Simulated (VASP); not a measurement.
# Cd7CuSe8 (P3m1) in VASP: single point with PBEsol+U

Aim: the single point of Cd7CuSe8 with PBEsol+U.

Program: VASP 6.6.1. These are calculated values, not measurements. Logs are shortened: lines on timing, memory, paths and dates and some standing lists are left out, and cuts for length are marked.

## 1. The cell of the first run

Symmetry: P3m1, No. 156, trigonal system. Conventional cell: a = 8.597 Å, b = 8.597 Å, c = 7.015 Å, α = 90.00°, β = 90.00°, γ = 120.00°. Cu (site symmetry 3m) has 4 Se at 2.44 to 2.46 Å within 3.2 Å. Within 3.5 Å of Cd (site symmetry m) lie 4 Se at 2.66 to 2.67 Å. Within 3.5 Å of Cd (site symmetry m) lie 4 Se at 2.65 to 2.67 Å. Within 3.5 Å of Cd (site symmetry 3m) lie 4 Se at 2.65 to 2.66 Å. Se (site symmetry 3m) has 1 Cu at 2.44 Å and 3 Cd at 2.65 Å within 3.2 Å. Se (site symmetry m) has 4 Cd at 2.65 to 2.67 Å within 3.5 Å. Se (site symmetry m) has 1 Cu at 2.46 Å and 3 Cd at 2.65 to 2.67 Å within 3.2 Å. Se (site symmetry 3m) has 4 Cd at 2.66 Å within 3.5 Å.

## 2. Single point, PBEsol+U

File INCAR:

```
SYSTEM = Cd7CuSe8
PREC = Accurate
ENCUT = 520
EDIFF = 1E-6
ISMEAR = 0
SIGMA = 0.05
LREAL = Auto
LASPH = .TRUE.
NELM = 150
ALGO = Normal
ISIF = 2
LWAVE = .FALSE.
LCHARG = .TRUE.
LMAXMIX = 4
LDAU = .TRUE.
LDAUTYPE = 2
LDAUL = 2 -1 -1
LDAUU = 5 0 0
LDAUJ = 0 0 0
LDAUPRINT = 1
GGA = PS
LELF = .TRUE.
LVHAR = .TRUE.
NBANDS = 86
```

File KPOINTS:

```
regular mesh
0
G
  3 3 3
  0 0 0
```

File POSCAR:

```
Cd7CuSe8
1.0
    8.5970000000      0.0000000000      0.0000000000
   -4.2985000000      7.4452204000      0.0000000000
    0.0000000000      0.0000000000      7.0152000000
Cu Cd Se
1 7 8
Direct
    0.3333333333      0.1666666667      0.0003647409
    0.3273488331      0.6636744166      0.9951080767
    0.8363255834      0.1726511669      0.9951080767
    0.8363255834      0.6636744166      0.9951080767
    0.1716461278      0.3283538722      0.5055250648
    0.1716461278      0.8432922555      0.5055250648
    0.6567077445      0.3283538722      0.5055250648
    0.6666666667      0.8333333333      0.4961662274
    0.3333333333      0.1666666667      0.3483083724
    0.3297466145      0.6648733072      0.3761147103
    0.8351266928      0.1702533855      0.3761147103
    0.8351266928      0.6648733072      0.3761147103
    0.1776117382      0.3223882618      0.8832982876
    0.1776117382      0.8552234764      0.8832982876
    0.6447765236      0.3223882618      0.8832982876
    0.6666666667      0.8333333333      0.8750222411
```

Potentials or basis: VASP PAW PBE potentials, release 64 (Cu, Cd, Se).

The run is started by

```console
cat potpaw_PBE.64/Cu/POTCAR potpaw_PBE.64/Cd/POTCAR potpaw_PBE.64/Se/POTCAR > POTCAR
mpirun -np 1 vasp_std > vasp.out
```

OUTCAR:

```text
SYSTEM = Cd7CuSe8
   PREC = Accurate
   ENCUT = 520
   EDIFF = 1E-6
   ISMEAR = 0
   LREAL = Auto
   LASPH = .TRUE.
   NELM = 150
   ISIF = 2
   GGA = PS

 ion  position               nearest neighbor table
   1  0.333  0.167  0.000-   9 2.44  13 2.46  15 2.46  14 2.46
   2  0.327  0.664  0.995-  16 2.66  14 2.67  13 2.67  10 2.67
   3  0.836  0.173  0.995-  16 2.66  15 2.67  13 2.67  11 2.67
   4  0.836  0.664  0.995-  16 2.66  14 2.67  15 2.67  12 2.67
   5  0.172  0.328  0.506-   9 2.65  13 2.65  11 2.67  10 2.67
   6  0.172  0.843  0.506-   9 2.65  14 2.65  12 2.67  10 2.67
[... 8 lines left out ...]
  15  0.645  0.322  0.883-   1 2.46   7 2.65   3 2.67   4 2.67
  16  0.667  0.833  0.875-   8 2.66   4 2.66   2 2.66   3 2.66

  LATTYP: Found a hexagonal cell.
 ALAT       =     8.5970000000
 C/A-ratio  =     0.8160055833

  Lattice vectors:

 A1 = (   8.5970000000,   0.0000000000,   0.0000000000)
 A2 = (  -4.2985000000,   7.4452204000,   0.0000000000)
 A3 = (   0.0000000000,   0.0000000000,   7.0152000000)

Analysis of symmetry for initial positions (statically):
=====================================================================
 Subroutine PRICEL returns:
 Original cell was already a primitive cell.

 Routine SETGRP: Setting up the symmetry group for a
 hexagonal supercell.

 Subroutine GETGRP returns: Found  6 space group operations
 (whereof  2 operations were pure point group operations)
 out of a pool of 24 trial point group operations.

The static configuration has the point symmetry C_1h.
 The point group associated with its full space group is C_3v.

Analysis of symmetry for dynamics (positions and initial velocities):
=====================================================================
 Subroutine PRICEL returns:
 Original cell was already a primitive cell.

 Routine SETGRP: Setting up the symmetry group for a
 hexagonal supercell.

[... 169 lines left out ...]

spin component  2

  0.9378  0.0000 -0.0000  0.0094  0.0000
  0.0000  0.9434  0.0000  0.0000  0.0094
 -0.0000  0.0000  0.9402 -0.0000  0.0000
  0.0094  0.0000 -0.0000  0.9434  0.0000
  0.0000  0.0094  0.0000  0.0000  0.9378

 occupancies and eigenvectors

  o =  0.9308  v = -0.8007  0.0000 -0.0000  0.5990  0.0000  0.0000  0.0000  0.0000  0.0000  0.0000      0.0000  0.0000  0.0000  0.0000  0.0000  0.0000  0.0000  0.0000  0.0000  0.0000
  o =  0.9308  v =  0.0000  0.0000  0.0000  0.0000  0.0000 -0.8007  0.0000 -0.0000  0.5990  0.0000      0.0000  0.0000  0.0000  0.0000  0.0000  0.0000  0.0000  0.0000  0.0000  0.0000
  o =  0.9308  v =  0.0000 -0.5990 -0.0000 -0.0000  0.8007  0.0000  0.0000  0.0000  0.0000  0.0000      0.0000  0.0000  0.0000  0.0000  0.0000  0.0000  0.0000  0.0000  0.0000  0.0000
  o =  0.9308  v =  0.0000  0.0000  0.0000  0.0000  0.0000  0.0000 -0.5990 -0.0000 -0.0000  0.8007      0.0000  0.0000  0.0000  0.0000  0.0000  0.0000  0.0000  0.0000  0.0000  0.0000
  o =  0.9402  v =  0.0000 -0.0000  1.0000  0.0000  0.0000  0.0000  0.0000  0.0000  0.0000  0.0000      0.0000  0.0000  0.0000  0.0000  0.0000  0.0000  0.0000  0.0000  0.0000  0.0000
  o =  0.9402  v =  0.0000  0.0000  0.0000  0.0000  0.0000  0.0000 -0.0000  1.0000  0.0000  0.0000      0.0000  0.0000  0.0000  0.0000  0.0000  0.0000  0.0000  0.0000  0.0000  0.0000
  o =  0.9504  v = -0.5990  0.0000  0.0000 -0.8007 -0.0000  0.0000  0.0000  0.0000  0.0000  0.0000      0.0000  0.0000  0.0000  0.0000  0.0000  0.0000  0.0000  0.0000  0.0000  0.0000
  o =  0.9504  v =  0.0000  0.0000  0.0000  0.0000  0.0000 -0.5990  0.0000  0.0000 -0.8007 -0.0000      0.0000  0.0000  0.0000  0.0000  0.0000  0.0000  0.0000  0.0000  0.0000  0.0000
  o =  0.9504  v =  0.0000 -0.8007 -0.0000  0.0000 -0.5990  0.0000  0.0000  0.0000  0.0000  0.0000      0.0000  0.0000  0.0000  0.0000  0.0000  0.0000  0.0000  0.0000  0.0000  0.0000
  o =  0.9504  v =  0.0000  0.0000  0.0000  0.0000  0.0000  0.0000 -0.8007 -0.0000  0.0000 -0.5990      0.0000  0.0000  0.0000  0.0000  0.0000  0.0000  0.0000  0.0000  0.0000  0.0000

 number of electron     143.0000019 magnetization

 Free energy of the ion-electron system (eV)
  ---------------------------------------------------
  ext. energy  EPLUGINS =         0.00000000
  ---------------------------------------------------
  free energy    TOTEN  =       -49.39082162 eV

  energy without entropy =      -49.37762509  energy(sigma->0) =      -49.38422336

 E-fermi :   0.7641     XC(G=0):  -9.0384

 val. band max:        0.7555936724   @ k =   0.3333   0.0000   0.0000
 cond. band min:       0.7887658328   @ k =   0.0000   0.0000   0.3333
 fundamental gap:      0.0331721604
 Fermi energy:         0.7640587435

 k-point     1 :       0.0000    0.0000    0.0000
  band No.  band energies     occupation
      1     -11.7914      2.00000
      2     -11.4290      2.00000
      3     -11.3889      2.00000
      4     -11.3889      2.00000
      5     -11.3804      2.00000
      6     -11.2698      2.00000
[... 591 lines left out ...]
     82       5.7083      0.00000
     83       5.7531      0.00000
 [bands above 83 left out]

------------------------ aborting loop because EDIFF is reached ----------------------------------------

  FORCE on cell =-STRESS in cart. coord.  units (eV):
  Direction    XX          YY          ZZ          XY          YZ          ZX
  --------------------------------------------------------------------------------------
  -------------------------------------------------------------------------------------
  Total       -5.3182295     -5.3182295     -4.4169261      0.0000000     -0.0000000      0.0000000
  in kB      -18.9763690    -18.9763690    -15.7603615      0.0000000     -0.0000000      0.0000000
  external PRESSURE =     -17.9043665 kB  Pullay stress =       0.0000000 kB

 VOLUME and BASIS-vectors are now :
 -----------------------------------------------------------------------------
  energy-cutoff  :      520.00
  volume of cell :      449.02
      direct lattice vectors                 reciprocal lattice vectors
     8.597000000  0.000000000  0.000000000     0.116319646  0.067157179  0.000000000
    -4.298500000  7.445220400  0.000000000     0.000000000  0.134314358  0.000000000
     0.000000000  0.000000000  7.015200000     0.000000000  0.000000000  0.142547611

 POSITION                                       TOTAL-FORCE (eV/Angst)
 -----------------------------------------------------------------------------------
      2.14925      1.24087      0.00256         0.000000     -0.000000     -0.000016
     -0.03859      4.94120      6.98088         0.008211      0.004741      0.001022
      6.44775      1.28543      6.98088         0.000000     -0.009482      0.001022
      4.33709      4.94120      6.98088        -0.008211      0.004741      0.001022
      0.06421      2.44467      3.54636        -0.011497      0.006638     -0.007238
     -2.14925      6.27850      3.54636        -0.000000     -0.013276     -0.007238
[... 8 lines left out ...]
      4.15736      2.40025      6.19651        -0.089604     -0.051733      0.047907
      2.14925      6.20435      6.13846         0.000000     -0.000000      0.006223
 -----------------------------------------------------------------------------------
    total drift:                               -0.000006      0.000001      0.012811

  FREE ENERGIE OF THE ION-ELECTRON SYSTEM (eV)
  ---------------------------------------------------
  free  energy   TOTEN  =       -49.3908216222 eV

  energy  without entropy=      -49.3776250946  energy(sigma->0) =      -49.38422336
```

OSZICAR:

```text
N       E                     dE             d eps       ncg     rms          rms(c)
DAV:   1     0.117806656307E+04    0.11781E+04   -0.64506E+04  1204   0.155E+03
DAV:   2     0.713554426926E+02   -0.11067E+04   -0.10532E+04  1258   0.388E+02
DAV:   3    -0.467890367779E+02   -0.11814E+03   -0.11565E+03  1438   0.126E+02
DAV:   4    -0.521655959414E+02   -0.53766E+01   -0.53333E+01  1384   0.259E+01
DAV:   5    -0.523503634984E+02   -0.18477E+00   -0.18443E+00  1408   0.477E+00    0.158E+01
DAV:   6    -0.496411775410E+02    0.27092E+01   -0.96880E+00  1512   0.388E+01    0.122E+01
DAV:   7    -0.495567449233E+02    0.84433E-01   -0.67002E+00  1768   0.349E+01    0.866E+00
DAV:   8    -0.494200837325E+02    0.13666E+00   -0.20454E+00  1658   0.215E+01    0.240E+00
DAV:   9    -0.493876348791E+02    0.32449E-01   -0.26155E-01  1648   0.696E+00    0.652E-01
DAV:  10    -0.493906317048E+02   -0.29968E-02   -0.63867E-02  1284   0.751E-01    0.225E-01
DAV:  11    -0.493905693822E+02    0.62323E-04   -0.55352E-03  1720   0.960E-01    0.131E-01
DAV:  12    -0.493908043060E+02   -0.23492E-03   -0.18358E-03  1756   0.518E-01    0.453E-02
DAV:  13    -0.493908143131E+02   -0.10007E-04   -0.18486E-04  1616   0.107E-01    0.157E-02
DAV:  14    -0.493908182867E+02   -0.39736E-05   -0.29141E-05  1406   0.256E-02    0.627E-03
DAV:  15    -0.493908211111E+02   -0.28244E-05   -0.45449E-06  1168   0.963E-03    0.346E-03
DAV:  16    -0.493908216222E+02   -0.51107E-06   -0.81276E-07   858   0.625E-03
   1 F= -.49390822E+02 E0= -.49384223E+02  d E =-.131965E-01
```

stdout:

```text
POSCAR found type information on POSCAR CuCdSe
 POSCAR found :  3 types and      16 ions
 scaLAPACK will be used
 -----------------------------------------------------------------------------
|                                                                             |
|                                                                             |
|     You enforced a specific xc type in the INCAR file but a different       |
|     I HOPE YOU KNOW WHAT YOU ARE DOING!                                     |
|                                                                             |
 -----------------------------------------------------------------------------

 LDA part: xc-table for (Slater+PW92), standard interpolation
 POSCAR, INCAR and KPOINTS ok, starting setup
 FFT: planning ... GRIDC
 FFT: planning ... GRID_SOFT
 FFT: planning ... GRID
 WAVECAR not read
 entering main loop
```

Wall time 4.9 min (1 thread of Intel Xeon 6975P-C (Granite Rapids), shared host); peak memory 0.58 GiB.

What came out:

* Free energy: -49.3908 eV
* Pressure: -1.8 GPa
* Largest force: 0.115 eV/Å
* Band gap on the k mesh: zero (an odd number of electrons rules out a gap without spin polarisation)

Forces in eV/Å, atoms in the order of the input:
```
Cu   0.000  0.000  0.000
Cd   0.008  0.005  0.001
Cd   0.000 -0.009  0.001
Cd  -0.008  0.005  0.001
Cd  -0.011  0.007 -0.007
Cd   0.000 -0.013 -0.007
Cd   0.011  0.007 -0.007
Cd   0.000  0.000 -0.017
Se   0.000  0.000 -0.115
Se  -0.004 -0.002  0.000
Se   0.000  0.005  0.000
Se   0.004 -0.002  0.000
Se   0.090 -0.052  0.048
Se   0.000  0.103  0.048
Se  -0.090 -0.052  0.048
Se   0.000  0.000  0.006
```

Eigenvalues of the final occupation matrices:
| site | spin | trace | eigenvalues |
| --- | --- | --- | --- |
| site 1 d | 1 | 4.70 | 0.93 0.93 0.94 0.95 0.95 |
| site 1 d | 2 | 4.70 | 0.93 0.93 0.94 0.95 0.95 |

Caveat: the PAW data sets were made with another functional, which shifts forces and pressure a little; U without spin polarisation on a metal has little footing.
